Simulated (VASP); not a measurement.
The system is Ba.

```
CELL_PARAMETERS angstrom
-2.50650 2.50650 2.50650
2.50650 -2.50650 2.50650
2.50650 2.50650 -2.50650
ATOMIC_POSITIONS crystal
Ba 0.00000 0.00000 0.00000
```

* Program: VASP 6.6.1
* Task: relaxation of cell and atoms
* Functional: PBEsol
* Potentials or basis: VASP PAW PBE potentials, release 64 (Ba_sv)
* Cutoff: 600 eV
* k mesh: 6 × 6 × 6
* Occupations: methfessel-paxton, width 0.1 eV
* Spin: no spin polarisation

At the start: pressure -0.5 GPa; volume 62.99 Å³/atom.

Problem. How do energy, volume and symmetry change on relaxing?

Solution. Over 4 steps the energy falls by 5.1 meV/atom and the volume is 59.49 Å³/atom (-5.5 %); space group Im-3m (No. 229, to 0.1 Å) before and after.

The path:
```
step  energy change (eV)  largest force (eV/Å)  pressure (GPa)  volume (Å³)
   1              0.0000                0.0000           -0.45        62.99
   2             -0.0036                0.0000           -0.27        61.38
   3             -0.0048                0.0000            0.10        58.85
   4             -0.0051                0.0000            0.02        59.49
```

Final structure:
```
Ba
1.0
    -2.45927    2.45927    2.45927
     2.45927   -2.45927    2.45927
     2.45927    2.45927   -2.45927
Ba
1
Direct
  0.00000 0.00000 0.00000
```

Caveat: the PAW data sets were made with another functional, which shifts forces and pressure a little.
